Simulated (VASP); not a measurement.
# AlNi3 (Pm-3m) in VASP: a series of runs

Runs on AlNi3. Level: PBE. Tasks: single point.

Program: VASP 6.6.1. These are calculated values, not measurements. Logs are shortened: lines on timing, memory, paths and dates and some standing lists are left out, and cuts for length are marked.

## 1. The cell of the first run

Symmetry: Pm-3m, No. 221, cubic system. Conventional cell: a = 3.523 Å, b = 3.523 Å, c = 3.523 Å, α = 90.00°, β = 90.00°, γ = 90.00°. Within 3.3 Å of Ni (site symmetry 4/mmm) lie 8 Ni at 2.49 Å and 4 Al at 2.49 Å. Al (site symmetry m-3m) has 12 Ni at 2.49 Å within 3.3 Å.

## 2. Single point, PBE, collinear spin, zero start

File INCAR:

```
SYSTEM = AlNi3
PREC     = Accurate       ! precision mode
ENCUT    = 520            ! plane-wave cutoff, eV
EDIFF    = 1E-7           ! SCF threshold, eV
ISMEAR   = -1             ! smearing method
SIGMA    = 0.05           ! smearing width, eV
LREAL    = .FALSE.        ! projectors in reciprocal space
LASPH    = .TRUE.         ! aspherical terms in the spheres
NELM     = 150            ! most SCF steps
ALGO     = Normal         ! electronic algorithm
ISIF     = 2              ! what is computed and relaxed
LWAVE    = .FALSE.        ! write WAVECAR
LCHARG   = .TRUE.         ! write CHGCAR
ISPIN    = 2              ! spin polarisation
MAGMOM   = 0 0 0 0        ! initial moments
LORBIT   = 11             ! projections on sites
NUPDOWN  = 0.0            ! fixed moment
LMAXMIX  = 4              ! l up to which the mixer works
GGA      = PE             ! functional
LELF     = .TRUE.         ! ELF
LVHAR    = .TRUE.       
NBANDS   = 28             ! bands
```

File KPOINTS:

```
Automatic mesh
0
G
  6 6 6
  0 0 0
```

File POSCAR:

```
AlNi3
1.0
    3.5230547267      0.0000000000      0.0000000000
    0.0000000000      3.5230547267      0.0000000000
    0.0000000000      0.0000000000      3.5230547267
Ni Al
3 1
Direct
    0.5000000000      0.5000000000      0.0000000000
    0.5000000000      0.0000000000      0.5000000000
    0.0000000000      0.5000000000      0.5000000000
    0.0000000000      0.0000000000      0.0000000000
```

Potentials or basis: VASP PAW PBE potentials, release 64 (Ni, Al).

Command:

```sh
cat potpaw_PBE.64/Ni/POTCAR potpaw_PBE.64/Al/POTCAR > POTCAR
mpirun -np 1 vasp_std > vasp.out
```

OUTCAR:

```text
SYSTEM = AlNi3
   PREC = Accurate
   ENCUT = 520
   EDIFF = 1E-7
   ISMEAR = -1
   LREAL = .FALSE.
   LASPH = .TRUE.
   NELM = 150
   ISIF = 2
   ISPIN = 2
   LORBIT = 11
   NUPDOWN = 0.0
   GGA = PE

 ion  position               nearest neighbor table
   1  0.500  0.500  0.000-   2 2.49   3 2.49   4 2.49   2 2.49   3 2.49   2 2.49   4 2.49   2 2.49
                             3 2.49   4 2.49   3 2.49   4 2.49
   2  0.500  0.000  0.500-   1 2.49   3 2.49   4 2.49   1 2.49   4 2.49   1 2.49   3 2.49   1 2.49
                             3 2.49   4 2.49   4 2.49   3 2.49
   3  0.000  0.500  0.500-   1 2.49   2 2.49   4 2.49   1 2.49   4 2.49   2 2.49   4 2.49   4 2.49
                             1 2.49   2 2.49   1 2.49   2 2.49
   4  0.000  0.000  0.000-   1 2.49   2 2.49   3 2.49   2 2.49   3 2.49   1 2.49   3 2.49   3 2.49
                             1 2.49   2 2.49   2 2.49   1 2.49

  LATTYP: Found a simple cubic cell.
 ALAT       =     3.5230547267

  Lattice vectors:

 A1 = (   3.5230547267,   0.0000000000,   0.0000000000)
 A2 = (   0.0000000000,   3.5230547267,   0.0000000000)
 A3 = (   0.0000000000,   0.0000000000,   3.5230547267)

Analysis of symmetry for initial positions (statically):
=====================================================================
 Subroutine PRICEL returns:
 Original cell was already a primitive cell.

 Routine SETGRP: Setting up the symmetry group for a
 simple cubic supercell.

 Subroutine GETGRP returns: Found 48 space group operations
 (whereof 48 operations were pure point group operations)
 out of a pool of 48 trial point group operations.

The static configuration has the point symmetry O_h .

Analysis of symmetry for dynamics (positions and initial velocities):
=====================================================================
 Subroutine PRICEL returns:
 Original cell was already a primitive cell.

 Routine SETGRP: Setting up the symmetry group for a
 simple cubic supercell.

 Subroutine GETGRP returns: Found 48 space group operations
 (whereof 48 operations were pure point group operations)
 out of a pool of 48 trial point group operations.

The dynamic configuration has the point symmetry O_h .

Analysis of structural, dynamic, and magnetic symmetry:
=====================================================================
 Subroutine PRICEL returns:
 Original cell was already a primitive cell.

 Routine SETGRP: Setting up the symmetry group for a
 simple cubic supercell.

 Subroutine GETGRP returns: Found 48 space group operations
 (whereof 48 operations were pure point group operations)
 out of a pool of 48 trial point group operations.

The overall configuration has the point symmetry O_h .

 Subroutine INISYM returns: Found 48 space group operations
 (whereof 48 operations are pure point group operations),
 and found     1 'primitive' translations

----------------------------------------------------------------------------------------

                                     Primitive cell

  volume of cell :      43.7279

  direct lattice vectors                    reciprocal lattice vectors
     3.523054727  0.000000000  0.000000000     0.283844583  0.000000000  0.000000000
     0.000000000  3.523054727  0.000000000     0.000000000  0.283844583  0.000000000
     0.000000000  0.000000000  3.523054727     0.000000000  0.000000000  0.283844583

  length of vectors
     3.523054727  3.523054727  3.523054727     0.283844583  0.283844583  0.283844583

  position of ions in fractional coordinates (direct lattice)
     0.500000000  0.500000000  0.000000000
     0.500000000  0.000000000  0.500000000
     0.000000000  0.500000000  0.500000000
     0.000000000  0.000000000  0.000000000

  ion indices of the primitive-cell ions
   primitive index   ion index
                 1           1
                 2           2
                 3           3
                 4           4

----------------------------------------------------------------------------------------

 KPOINTS: Automatic mesh

Automatic generation of k-mesh.
 Grid dimensions read from file:
 generate k-points for:    6    6    6

 Generating k-lattice:

  Cartesian coordinates                     Fractional coordinates (reciprocal lattice)
     0.047307431  0.000000000  0.000000000     0.166666667  0.000000000  0.000000000
     0.000000000  0.047307431  0.000000000     0.000000000  0.166666667  0.000000000
     0.000000000  0.000000000  0.047307431     0.000000000  0.000000000  0.166666667

  Length of vectors
     0.047307431  0.047307431  0.047307431

  Shift w.r.t. Gamma in fractional coordinates (k-lattice)
     0.000000000  0.000000000  0.000000000

 Subroutine IBZKPT returns following result:
 ===========================================

 Found     20 irreducible k-points:

 Following reciprocal coordinates:
            Coordinates               Weight
  0.000000  0.000000  0.000000      1.000000
  0.166667  0.000000  0.000000      6.000000
  0.333333  0.000000  0.000000      6.000000
  0.500000  0.000000  0.000000      3.000000
  0.166667  0.166667  0.000000     12.000000
  0.333333  0.166667  0.000000     24.000000
[... 12 lines left out ...]
  0.500000  0.500000  0.333333      6.000000
  0.500000  0.500000  0.500000      1.000000
   k-points           NKPTS =     20   k-points in BZ     NKDIM =     20   number of bands    NBANDS=     28
   number of dos      NEDOS =    301   number of ions     NIONS =      4
   total plane-waves  NPLWV =  21952
   dimension x,y,z NGX =    28 NGY =   28 NGZ =   28
   dimension x,y,z NGXF=    56 NGYF=   56 NGZF=   56
   ions per type =               3   1
   NGX,Y,Z   is equivalent  to a cutoff of  13.21, 13.21, 13.21 a.u.
   NGXF,Y,Z  is equivalent  to a cutoff of  26.43, 26.43, 26.43 a.u.
 SYSTEM =  AlNi3
   PREC   = accura    normal or accurate (medium, high low for compatibility)
   ISTART =      0    job   : 0-new  1-cont  2-samecut
   ICHARG =      2    charge: 1-file 2-atom 10-const
   ISPIN  =      2    spin polarized calculation?
   LNONCOLLINEAR =      F non collinear calculations
   LSORBIT =      F    spin-orbit coupling
   LASPH  =      T    aspherical Exc in radial PAW
   ENCUT  =  520.0 eV  38.22 Ry    6.18 a.u.   6.55  6.55  6.55*2*pi/ulx,y,z
   NELM   =    150;   NELMIN=  2; NELMDL= -5     # of ELM steps
   EDIFF  = 0.1E-06   stopping-criterion for ELM
   LREAL  =      F    real-space projection
   EDIFFG = 0.1E-05   stopping-criterion for IOM
   NSW    =      0    number of steps for IOM
   IBRION =     -1    ionic relax: 0-MD 1-quasi-New 2-CG
   NFREE  =      0    steps in history (QN), initial steepest desc. (CG)
   ISIF   =      2    stress and relaxation
   ISYM   =      2    0-nonsym 1-usesym 2-fastsym
   POTIM  = 0.5000    time-step for ionic-motion
   TEBEG  =    0.0;   TEEND  =   0.0 temperature during run
   PSTRESS=    0.0 pullay stress
   NELECT =      33.0000    total number of electrons
   NUPDOWN=       0.0000    fix difference up-down
   EMIN   =  10.00;   EMAX   =-10.00  energy-range for DOS
   EFERMI =   0.00;   METHOD = LEGACY
   ISMEAR =    -1;   SIGMA  =   0.05  broadening in eV -4-tet -1-fermi 0-gaus
   EFERMI_NEDOS =   21; number of points for ismear=-14 and -15
   IALGO  =     38    algorithm
   IMIX   =      4    mixing-type and parameters
     AMIX     =   0.40;   BMIX     =  1.00
     AMIX_MAG =   1.60;   BMIX_MAG =  1.00
  volume/ion in A,a.u.               =      10.93        73.77
  Fermi-wavevector in a.u.,A,eV,Ry     =   1.490482  2.816603 30.225843  2.221537
  Thomas-Fermi vector in A             =   2.603258
   LORBIT       =     11    0 simple, 1 ext, 2 COOP (PROOUT), +10 PAW based schemes
   GGA     = PE    functional components
   LHFCALC =     F    Hartree Fock is set to
   AEXX    =    0.0000 exact exchange contribution
   IVDW    =     0    specifies the selected vdW correction
   LEPSILON=     F    determine dielectric tensor
   LRPA    =     F    only Hartree local field effects (RPA)
 spin polarized calculation
  energy-cutoff  :      520.00
  volume of cell :       43.73
 maximum number of plane-waves:      1208
 NGX is ok and might be reduce to    28
   NGX = 13   NGY = 13   NGZ = 13

 number of electron      32.9999980 magnetization      -0.0000000

 number of electron      32.9999980 magnetization       0.0000000

 Free energy of the ion-electron system (eV)
  ---------------------------------------------------
  ext. energy  EPLUGINS =         0.00000000
  ---------------------------------------------------
  free energy    TOTEN  =       -21.86458504 eV

  energy without entropy =      -21.81564448  energy(sigma->0) =      -21.84011476

 E-fermi :   9.8795     XC(G=0): -12.8538

 val. band max:        9.8754562291   @ k =   0.3333   0.3333   0.1667
 cond. band min:       9.8939604969   @ k =   0.3333   0.3333   0.3333
 fundamental gap:      0.0185042678
 Fermi energy:         9.8795351499

 spin component 1

 k-point     1 :       0.0000    0.0000    0.0000
  band No.  band energies     occupation
      1      -0.2498      1.00000
      2       5.4928      1.00000
      3       6.2194      1.00000
      4       6.2194      1.00000
      5       6.6483      1.00000
      6       6.6483      1.00000
[... 609 lines left out ...]
     27      30.1963      0.00000
     28      30.1963      0.00000
 Fermi energy:         9.8795346536

 spin component 2

 k-point     1 :       0.0000    0.0000    0.0000
  band No.  band energies     occupation
      1      -0.2498      1.00000
      2       5.4928      1.00000
      3       6.2194      1.00000
      4       6.2194      1.00000
      5       6.6483      1.00000
      6       6.6483      1.00000
[... 609 lines left out ...]
     27      30.1963      0.00000
     28      30.1963      0.00000

------------------------ aborting loop because EDIFF is reached ----------------------------------------

  FORCE on cell =-STRESS in cart. coord.  units (eV):
  Direction    XX          YY          ZZ          XY          YZ          ZX
  --------------------------------------------------------------------------------------
  -------------------------------------------------------------------------------------
  Total        1.9542281      1.9542281      1.9542281      0.0000000     -0.0000000      0.0000000
  in kB       71.6024131     71.6024131     71.6024131      0.0000000     -0.0000000      0.0000000
  external PRESSURE =      71.6024131 kB  Pullay stress =       0.0000000 kB

 VOLUME and BASIS-vectors are now :
 -----------------------------------------------------------------------------
  energy-cutoff  :      520.00
  volume of cell :       43.73
      direct lattice vectors                 reciprocal lattice vectors
     3.523054727  0.000000000  0.000000000     0.283844583  0.000000000  0.000000000
     0.000000000  3.523054727  0.000000000     0.000000000  0.283844583  0.000000000
     0.000000000  0.000000000  3.523054727     0.000000000  0.000000000  0.283844583

 POSITION                                       TOTAL-FORCE (eV/Angst)
 -----------------------------------------------------------------------------------
      1.76153      1.76153      0.00000         0.000000      0.000000      0.000000
      1.76153      0.00000      1.76153         0.000000      0.000000      0.000000
      0.00000      1.76153      1.76153         0.000000      0.000000      0.000000
      0.00000      0.00000      0.00000         0.000000      0.000000      0.000000
 -----------------------------------------------------------------------------------
    total drift:                                0.000000      0.000000      0.000000

  FREE ENERGIE OF THE ION-ELECTRON SYSTEM (eV)
  ---------------------------------------------------
  free  energy   TOTEN  =       -21.8645850414 eV

  energy  without entropy=      -21.8156444786  energy(sigma->0) =      -21.84011476

 total charge

# of ion       s       p       d       tot
------------------------------------------
    1        0.507   0.544   8.397   9.448
    2        0.507   0.544   8.397   9.448
    3        0.507   0.544   8.397   9.448
    4        0.412   0.406   0.000   0.819
--------------------------------------------------
tot          1.933   2.040  25.191  29.164

 magnetization (x)

# of ion       s       p       d       tot
------------------------------------------
    1       -0.000   0.000  -0.000  -0.000
    2       -0.000   0.000  -0.000  -0.000
    3       -0.000   0.000  -0.000  -0.000
    4        0.000  -0.000   0.000  -0.000
--------------------------------------------------
tot         -0.000  -0.000  -0.000  -0.000
```

Run time: 24 s. Hardware: 1 thread of Intel Xeon 6975P-C (Granite Rapids), shared host; peak memory 0.19 GiB.

Results:

```yaml
Free_energy: -21.8646 eV
Pressure: 7.2 GPa
Net_moment: 0.00 μB per cell
Valence_electrons_inside_the_program's_atomic_spheres: Ni 9.45; Al 0.82
```

Caveat: the total moment is fixed, so each spin has its own Fermi level.

## 3. Single point, PBE, collinear spin, ferromagnetic start

File INCAR:

```
SYSTEM = AlNi3
  ALGO = Normal
  EDIFF = 1E-6
  ENCUT = 520
  GGA = PE
  ISIF = 2
  ISMEAR = -1
  ISPIN = 2
  LASPH = .TRUE.
  LCHARG = .FALSE.
  LMAXMIX = 4
  LORBIT = 11
  LREAL = .FALSE.
  LWAVE = .FALSE.
  MAGMOM = 0.266667 0.266667 0.266667 0
  NBANDS = 28
  NELM = 150
  NUPDOWN = 0.8
  PREC = Accurate
  SIGMA = 0.05
```

File KPOINTS:

```
k-points
0
G
  6 6 6
  0 0 0
```

POSCAR is that of step 2.

Potentials or basis: VASP PAW PBE potentials, release 64 (Ni, Al).

Command:

```sh
cat potpaw_PBE.64/Ni/POTCAR potpaw_PBE.64/Al/POTCAR > POTCAR
mpirun -np 1 vasp_std > vasp.out
```

OUTCAR:

```text
SYSTEM = AlNi3
   EDIFF = 1E-6
   ENCUT = 520
   GGA = PE
   ISIF = 2
   ISMEAR = -1
   ISPIN = 2
   LASPH = .TRUE.
   LORBIT = 11
   LREAL = .FALSE.
   NELM = 150
   NUPDOWN = 0.8
   PREC = Accurate

 ion  position               nearest neighbor table
   1  0.500  0.500  0.000-   2 2.49   3 2.49   4 2.49   2 2.49   3 2.49   2 2.49   4 2.49   2 2.49
                             3 2.49   4 2.49   3 2.49   4 2.49
   2  0.500  0.000  0.500-   1 2.49   3 2.49   4 2.49   1 2.49   4 2.49   1 2.49   3 2.49   1 2.49
                             3 2.49   4 2.49   4 2.49   3 2.49
   3  0.000  0.500  0.500-   1 2.49   2 2.49   4 2.49   1 2.49   4 2.49   2 2.49   4 2.49   4 2.49
                             1 2.49   2 2.49   1 2.49   2 2.49
   4  0.000  0.000  0.000-   1 2.49   2 2.49   3 2.49   2 2.49   3 2.49   1 2.49   3 2.49   3 2.49
                             1 2.49   2 2.49   2 2.49   1 2.49

  LATTYP: Found a simple cubic cell.
 ALAT       =     3.5230547267

  Lattice vectors:

 A1 = (   3.5230547267,   0.0000000000,   0.0000000000)
[... 1443 lines left out ...]

  FORCE on cell =-STRESS in cart. coord.  units (eV):
  Direction    XX          YY          ZZ          XY          YZ          ZX
  --------------------------------------------------------------------------------------
  -------------------------------------------------------------------------------------
  Total        2.0144937      2.0144937      2.0144937     -0.0000000     -0.0000000     -0.0000000
  in kB       73.8105304     73.8105304     73.8105304     -0.0000000     -0.0000000     -0.0000000
  external PRESSURE =      73.8105304 kB  Pullay stress =       0.0000000 kB

 VOLUME and BASIS-vectors are now :
 -----------------------------------------------------------------------------
  energy-cutoff  :      520.00
  volume of cell :       43.73
      direct lattice vectors                 reciprocal lattice vectors
     3.523054727  0.000000000  0.000000000     0.283844583  0.000000000  0.000000000
     0.000000000  3.523054727  0.000000000     0.000000000  0.283844583  0.000000000
     0.000000000  0.000000000  3.523054727     0.000000000  0.000000000  0.283844583

 POSITION                                       TOTAL-FORCE (eV/Angst)
 -----------------------------------------------------------------------------------
      1.76153      1.76153      0.00000         0.000000      0.000000      0.000000
      1.76153      0.00000      1.76153         0.000000      0.000000      0.000000
      0.00000      1.76153      1.76153         0.000000      0.000000      0.000000
      0.00000      0.00000      0.00000         0.000000      0.000000      0.000000
 -----------------------------------------------------------------------------------
    total drift:                                0.000000      0.000000      0.000000

  FREE ENERGIE OF THE ION-ELECTRON SYSTEM (eV)
  ---------------------------------------------------
  free  energy   TOTEN  =       -21.8733272274 eV

  energy  without entropy=      -21.8484859577  energy(sigma->0) =      -21.86090659

 total charge

# of ion       s       p       d       tot
------------------------------------------
    1        0.507   0.547   8.393   9.447
    2        0.507   0.547   8.393   9.447
    3        0.507   0.547   8.393   9.447
    4        0.413   0.406   0.000   0.819
--------------------------------------------------
tot          1.935   2.046  25.179  29.160

 magnetization (x)

# of ion       s       p       d       tot
------------------------------------------
    1       -0.003  -0.009   0.293   0.281
    2       -0.003  -0.009   0.293   0.281
    3       -0.003  -0.009   0.293   0.281
    4        0.000  -0.009   0.000  -0.008
--------------------------------------------------
tot         -0.008  -0.035   0.879   0.836
```

It took 22 s on 1 thread of Intel Xeon 6975P-C (Granite Rapids), shared host; peak memory 0.19 GiB.

What came out:

| Property | Result |
| --- | --- |
| Free energy | -21.8733 eV |
| Pressure | 7.4 GPa |
| Net moment | 0.80 μB per cell |
| Site moments | Ni +0.28; Al -0.01 μB |
| Valence electrons inside the program's atomic spheres | Ni 9.45; Al 0.82 |

Caveat: the total moment is fixed, so each spin has its own Fermi level.

## 4. Single point, PBE, collinear spin, ferromagnetic start

File INCAR:

```
SYSTEM = AlNi3
ALGO = Normal
EDIFF = 1E-7
ENCUT = 520
GGA = PE
ISIF = 2
ISMEAR = -1
ISPIN = 2
LASPH = .True.
LCHARG = .True.
LELF = .True.
LMAXMIX = 4
LORBIT = 11
LREAL = .False.
LVHAR = .True.
LWAVE = .False.
MAGMOM = 0.5 0.5 0.5 0
NBANDS = 28
NELM = 150
NUPDOWN = 1.5
PREC = Accurate
SIGMA = 0.05
```

File KPOINTS:

```
k-points
0
Gamma
  6 6 6
  0 0 0
```

POSCAR is that of step 3.

Command:

```sh
cat potpaw_PBE.64/Ni/POTCAR potpaw_PBE.64/Al/POTCAR > POTCAR
mpirun -np 1 vasp_std > vasp.out
```

It took 25 s on 1 thread of Intel Xeon 6975P-C (Granite Rapids), shared host; peak memory 0.19 GiB.

It converged, with:

```yaml
Free_energy: -21.6837 eV
Pressure: 8.7 GPa
Net_moment: 1.50 μB per cell
Site_moments: Ni +0.49; Al +0.01 μB
Valence_electrons_inside_the_program's_atomic_spheres: Ni 9.44; Al 0.82
```

Caveat: the total moment is fixed, so each spin has its own Fermi level.

## 5. Overview

| spin | fixed moment (μB) | pressure (GPa) | moment (μB) |
| --- | --- | --- | --- |
| collinear, zero start | 0.0 | 7.2 | 0.00 |
| collinear, ferromagnetic start | 0.8 | 7.4 | 0.80 |
| collinear, ferromagnetic start | 1.5 | 8.7 | 1.50 |

Alike in all rows: task single point; level PBE; potentials or basis VASP PAW PBE potentials, release 64 (Ni, Al); cell as given; k mesh 6 × 6 × 6; cutoff (eV) 520; smearing fermi-dirac 0.05 eV.

Caveats: the total moment is fixed, so each spin has its own Fermi level.

Absolute energies hang on the potentials; compare differences alone.
